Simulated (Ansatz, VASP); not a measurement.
Two plane-wave programs on ReS

```xyz
4
Lattice="3.5949 0.0000 0.0000 -1.7974 3.1133 0.0000 0.0000 0.0000 5.3578" Properties=species:S:1:pos:R:3 pbc="T T T"
Re    0.0000    0.0000    0.0000
Re    0.0000    0.0000    2.6789
S     0.0000    2.0755    1.3394
S     1.7974    1.0378    4.0183
```

Alike in both runs: functional PBE; k mesh 12 × 12 × 8; occupations gaussian, width 0.1 eV; no spin polarisation.

Ansatz relaxed the structure, and its values are those at the end. VASP's run is a single point on that final structure, the one shown.

```csv
,VASP,Ansatz
version,VASP 6.6.1,Ansatz 0.2.0
potentials or method,"VASP PAW PBE potentials, release 64 (Re_sv_GW, S), cutoff 560 eV","scalar-relativistic, plane waves, PAW"
valence electrons in the cell,42,42
```

|  | VASP | Ansatz | Ansatz less VASP |
| --- | --- | --- | --- |
| gap on the k mesh at the Fermi level (eV) | none | none | - |
| pressure (GPa) | -0.8 | 0.0 | +0.81 |

A gap of «none» marks a metal or a gap that the smearing closes.

Neither program's run includes spin-orbit coupling.
